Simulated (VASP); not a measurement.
# W (P6/mmm) in VASP: further runs, part 3 of 3

VASP 6.6.1. The steps go on from the part before.

### 6 Relaxation of cell and atoms, LDA

This run uses another cell than the first one, of 15.85 Å³/atom, 1.005 times its volume.

File INCAR:

```
SYSTEM = W
ALGO     = Normal         ! electronic algorithm
EDIFF    = 1E-6           ! SCF threshold, eV
EDIFFG   = -0.01          ! ionic threshold
ENCUT    = 600            ! plane-wave cutoff, eV
GGA      = CA             ! functional
IBRION   = 2              ! ionic algorithm
ISIF     = 3              ! what is computed and relaxed
ISMEAR   = -1             ! smearing method
LASPH    = .True.         ! aspherical terms in the spheres
LCHARG   = .False.        ! write CHGCAR
LREAL    = .False.        ! projectors in reciprocal space
LWAVE    = .False.        ! write WAVECAR
NELM     = 80             ! most SCF steps
NSW      = 80             ! ionic steps
PREC     = Accurate       ! precision mode
SIGMA    = 0.1            ! smearing width, eV
```

File KPOINTS:

```
k-points
0
Gamma
  8 8 11
  0 0 0
```

File POSCAR:

```
W
1.0
    4.4740055658      0.0000000000      0.0000000000
   -2.2370027829      3.8746024767      0.0000000000
    0.0000000000      0.0000000000      2.7425654118
W
3
Direct
    0.0000000000      0.0000000000      0.0000000000
    0.3333333333      0.6666666667      0.5000000000
    0.6666666667      0.3333333333      0.5000000000
```

Potentials or basis: VASP PAW LDA potentials, release 64 (W_sv).

Run with:

```
> cat potpaw_LDA.64/W_sv/POTCAR > POTCAR
> mpirun -np 1 vasp_std > vasp.out
```

OUTCAR:

```text
SYSTEM = W
   EDIFF = 1E-6
   EDIFFG = -0.01
   ENCUT = 600
   GGA = CA
   IBRION = 2
   ISIF = 3
   ISMEAR = -1
   LASPH = .True.
   LREAL = .False.
   NELM = 80
   NSW = 80
   PREC = Accurate

 ion  position               nearest neighbor table
   1  0.000  0.000  0.000-   2 2.92   3 2.92   2 2.92   3 2.92   3 2.92   3 2.92   2 2.92   2 2.92
                             3 2.92   3 2.92   2 2.92   2 2.92
   2  0.333  0.667  0.500-   3 2.58   3 2.58   3 2.58   1 2.92   1 2.92   1 2.92   1 2.92   1 2.92
                             1 2.92
   3  0.667  0.333  0.500-   2 2.58   2 2.58   2 2.58   1 2.92   1 2.92   1 2.92   1 2.92   1 2.92
                             1 2.92

  LATTYP: Found a hexagonal cell.
 ALAT       =     4.4740055658
 C/A-ratio  =     0.6130000000

  Lattice vectors:

 A1 = (   4.4740055658,   0.0000000000,   0.0000000000)
 A2 = (  -2.2370027829,   3.8746024767,   0.0000000000)
 A3 = (   0.0000000000,   0.0000000000,   2.7425654118)

Analysis of symmetry for initial positions (statically):
=====================================================================
 Subroutine PRICEL returns:
 Original cell was already a primitive cell.

 Routine SETGRP: Setting up the symmetry group for a
 hexagonal supercell.

 Subroutine GETGRP returns: Found 24 space group operations
 (whereof 24 operations were pure point group operations)
 out of a pool of 24 trial point group operations.

The static configuration has the point symmetry D_6h.

Analysis of symmetry for dynamics (positions and initial velocities):
=====================================================================
 Subroutine PRICEL returns:
 Original cell was already a primitive cell.

 Routine SETGRP: Setting up the symmetry group for a
 hexagonal supercell.

 Subroutine GETGRP returns: Found 24 space group operations
 (whereof 24 operations were pure point group operations)
 out of a pool of 24 trial point group operations.

The dynamic configuration has the point symmetry D_6h.

 Subroutine INISYM returns: Found 24 space group operations
 (whereof 24 operations are pure point group operations),
 and found     1 'primitive' translations

----------------------------------------------------------------------------------------

                                     Primitive cell

  volume of cell :      47.5424

  direct lattice vectors                    reciprocal lattice vectors
     4.474005566  0.000000000  0.000000000     0.223513356  0.129045496  0.000000000
    -2.237002783  3.874602477  0.000000000     0.000000000  0.258090993  0.000000000
     0.000000000  0.000000000  2.742565412     0.000000000  0.000000000  0.364622115

  length of vectors
     4.474005566  4.474005566  2.742565412     0.258090993  0.258090993  0.364622115

  position of ions in fractional coordinates (direct lattice)
     0.000000000  0.000000000  0.000000000
     0.333333333  0.666666667  0.500000000
     0.666666667  0.333333333  0.500000000

  ion indices of the primitive-cell ions
   primitive index   ion index
                 1           1
[... 26 lines left out ...]

 Found     60 irreducible k-points:

 Following reciprocal coordinates:
            Coordinates               Weight
  0.000000  0.000000  0.000000      1.000000
  0.125000  0.000000  0.000000      6.000000
  0.250000  0.000000  0.000000      6.000000
  0.375000  0.000000  0.000000      6.000000
  0.500000  0.000000  0.000000      3.000000
  0.125000  0.125000  0.000000      6.000000
[... 16 lines left out ...]
  0.250000  0.000000  0.181818     12.000000
  0.375000  0.000000  0.181818     12.000000
 [... further k-points ...]
   k-points           NKPTS =     60   k-points in BZ     NKDIM =     60   number of bands    NBANDS=     25
   number of dos      NEDOS =    301   number of ions     NIONS =      3
   total plane-waves  NPLWV =  31104
   dimension x,y,z NGX =    36 NGY =   36 NGZ =   24
   dimension x,y,z NGXF=    72 NGYF=   72 NGZF=   48
   ions per type =               3
   NGX,Y,Z   is equivalent  to a cutoff of  13.38, 13.38, 14.55 a.u.
   NGXF,Y,Z  is equivalent  to a cutoff of  26.75, 26.75, 29.10 a.u.
 SYSTEM =  W
   PREC   = accura    normal or accurate (medium, high low for compatibility)
   ISTART =      0    job   : 0-new  1-cont  2-samecut
   ICHARG =      2    charge: 1-file 2-atom 10-const
   ISPIN  =      1    spin polarized calculation?
   LNONCOLLINEAR =      F non collinear calculations
   LSORBIT =      F    spin-orbit coupling
   LASPH  =      T    aspherical Exc in radial PAW
   ENCUT  =  600.0 eV  44.10 Ry    6.64 a.u.   8.94  8.94  5.48*2*pi/ulx,y,z
   NELM   =     80;   NELMIN=  2; NELMDL= -5     # of ELM steps
   EDIFF  = 0.1E-05   stopping-criterion for ELM
   LREAL  =      F    real-space projection
   EDIFFG = -.1E-01   stopping-criterion for IOM
   NSW    =     80    number of steps for IOM
   IBRION =      2    ionic relax: 0-MD 1-quasi-New 2-CG
   NFREE  =      1    steps in history (QN), initial steepest desc. (CG)
   ISIF   =      3    stress and relaxation
   ISYM   =      2    0-nonsym 1-usesym 2-fastsym
   POTIM  = 0.5000    time-step for ionic-motion
   TEBEG  =    0.0;   TEEND  =   0.0 temperature during run
   PSTRESS=    0.0 pullay stress
   NELECT =      42.0000    total number of electrons
   NUPDOWN=      -1.0000    fix difference up-down
   EMIN   =  10.00;   EMAX   =-10.00  energy-range for DOS
   EFERMI =   0.00;   METHOD = LEGACY
   ISMEAR =    -1;   SIGMA  =   0.10  broadening in eV -4-tet -1-fermi 0-gaus
   EFERMI_NEDOS =   21; number of points for ismear=-14 and -15
   IALGO  =     38    algorithm
   IMIX   =      4    mixing-type and parameters
     AMIX     =   0.40;   BMIX     =  1.00
     AMIX_MAG =   1.60;   BMIX_MAG =  1.00
  volume/ion in A,a.u.               =      15.85       106.94
  Fermi-wavevector in a.u.,A,eV,Ry     =   1.570837  2.968451 33.572756  2.467528
  Thomas-Fermi vector in A             =   2.672510
   LORBIT       =      0    0 simple, 1 ext, 2 COOP (PROOUT), +10 PAW based schemes
   GGA     = CA    functional components
   LHFCALC =     F    Hartree Fock is set to
   AEXX    =    0.0000 exact exchange contribution
   IVDW    =     0    specifies the selected vdW correction
   LEPSILON=     F    determine dielectric tensor
   LRPA    =     F    only Hartree local field effects (RPA)
 conjugate gradient relaxation of ions
 non-spin polarized calculation
  energy-cutoff  :      600.00
  volume of cell :       47.54
 maximum number of plane-waves:      1603
 NGX is ok and might be reduce to    36
   NGX = 17   NGY = 17   NGZ = 11

--------------------------------------- Ionic step        1  -------------------------------------------

 number of electron      41.9999999 magnetization

 Free energy of the ion-electron system (eV)
  ---------------------------------------------------
  ext. energy  EPLUGINS =         0.00000000
  ---------------------------------------------------
  free energy    TOTEN  =       -40.33654266 eV

  energy without entropy =      -40.17257215  energy(sigma->0) =      -40.25455740

------------------------ aborting loop because EDIFF is reached ----------------------------------------

  FORCE on cell =-STRESS in cart. coord.  units (eV):
  Direction    XX          YY          ZZ          XY          YZ          ZX
  --------------------------------------------------------------------------------------
  -------------------------------------------------------------------------------------
  Total        3.3448600      3.3448600     -6.1328596      0.0000000      0.0000000      0.0000000
  in kB      112.7217855    112.7217855   -206.6773743      0.0000000      0.0000000      0.0000000
  external PRESSURE =       6.2553989 kB  Pullay stress =       0.0000000 kB
[... 209 lines left out ...]
--------------------------------------- Ionic step        7  -------------------------------------------

 number of electron      42.0000006 magnetization

 Free energy of the ion-electron system (eV)
  ---------------------------------------------------
  ext. energy  EPLUGINS =         0.00000000
  ---------------------------------------------------
  free energy    TOTEN  =       -40.73584647 eV

  energy without entropy =      -40.61274300  energy(sigma->0) =      -40.67429474

 E-fermi :  11.0834     XC(G=0): -13.7991

 val. band max:       11.0768116023   @ k =   0.1250   0.1250   0.2727
 cond. band min:      11.0847149815   @ k =   0.3750   0.0000   0.2727
 fundamental gap:      0.0079033793
 Fermi energy:        11.0833526905

 k-point     1 :       0.0000    0.0000    0.0000
  band No.  band energies     occupation
      1     -62.4245      2.00000
      2     -62.2631      2.00000
      3     -62.1503      2.00000
      4     -27.1401      2.00000
      5     -27.1401      2.00000
      6     -27.0505      2.00000
[... 661 lines left out ...]
     24      12.2720      0.00001
     25      13.2913      0.00000

 [... further k-points ...]
[... 5 lines left out ...]
  --------------------------------------------------------------------------------------
  -------------------------------------------------------------------------------------
  Total        0.0030702      0.0030702      0.0034392      0.0000000     -0.0000000      0.0000000
  in kB        0.1033726      0.1033726      0.1157959      0.0000000     -0.0000000      0.0000000
  external PRESSURE =       0.1075137 kB  Pullay stress =       0.0000000 kB
[... 18 lines left out ...]
  FREE ENERGIE OF THE ION-ELECTRON SYSTEM (eV)
  ---------------------------------------------------
  free  energy   TOTEN  =       -40.7358464722 eV

  energy  without entropy=      -40.6127429995  energy(sigma->0) =      -40.67429474

 reached required accuracy - stopping structural energy minimisation
```

Run time: 2.3 min. Hardware: 1 thread of Intel Xeon 6975P-C (Granite Rapids), shared host; peak memory 0.2 GiB.

Results:

```
Free energy                            : -40.7358 eV
Relaxed volume                         : 15.86 Å³/atom
Relaxed cell                           : a = 4.621 Å, b = 4.621 Å, c = 2.573 Å, α = 90.00°, β = 90.00°, γ = 120.00°
Space group after relaxing (to 0.05 Å) : P6/mmm (No. 191)
Energy gained by relaxing              : 133.1 meV/atom
Ionic steps                            : 7
Pressure after relaxing                : 0.0 GPa
Band gap on the k mesh                 : zero (band 21 reaches 11.67 eV, above the bottom of band 22 at 10.72 eV)
```

Step by step:
| step | energy change (eV) | largest force (eV/Å) | pressure (GPa) | volume (Å³) |
| --- | --- | --- | --- | --- |
| 1 | 0.0000 | 0.0000 | 0.63 | 47.54 |
| 2 | -0.2020 | 0.0000 | 2.75 | 47.59 |
| 3 | -0.3986 | 0.0000 | -0.40 | 47.66 |
| 4 | -0.3989 | 0.0000 | -0.56 | 47.66 |
| 5 | -0.3992 | 0.0000 | -0.50 | 47.66 |
| 6 | -0.3982 | 0.0000 | 1.53 | 47.35 |
| 7 | -0.3993 | 0.0000 | 0.01 | 47.59 |

Final structure:
```
W
1.0
     4.62136    0.00000    0.00000
    -2.31068    4.00222    0.00000
     0.00000    0.00000    2.57279
W
3
Direct
  0.00000 0.00000 0.00000
  0.33333 0.66667 0.50000
  0.66667 0.33333 0.50000
```

Caveat: spin-orbit coupling is left out, which moves the levels of the heavy elements.

### 7 The runs side by side

| task | cell | k mesh | cutoff (eV) | gap on the mesh (eV) | pressure (GPa) |
| --- | --- | --- | --- | --- | --- |
| single point | a = 4.613, b = 4.613, c = 2.566 Å, angles 90.0, 90.0, 120.0°, 3 atoms | 8 × 8 × 11 | 520 | none | 1.9 |
| single point | a = 4.551, b = 4.551, c = 2.531 Å, angles 90.0, 90.0, 120.0°, 3 atoms | 9 × 9 × 14 | 520 | none | 16.2 |
| single point | a = 4.674, b = 4.674, c = 2.599 Å, angles 90.0, 90.0, 120.0°, 3 atoms | 9 × 9 × 14 | 520 | none | -9.3 |
| single point | a = 4.791, b = 4.791, c = 2.664 Å, angles 90.0, 90.0, 120.0°, 3 atoms | 9 × 9 × 14 | 520 | none | -26.1 |
| relaxation of cell and atoms | relaxed from a = 4.474, b = 4.474, c = 2.743 Å, angles 90.0, 90.0, 120.0°, 3 atoms | 8 × 8 × 11 | 600 | none | 0.0 |

Alike in all rows: level LDA; potentials or basis VASP PAW LDA potentials, release 64 (W_sv); no spin polarisation; smearing fermi-dirac 0.1 eV.

Caveats: spin-orbit coupling is left out, which moves the levels of the heavy elements.

Total energies depend on the potentials used, so only differences within one code and one set of settings carry meaning.
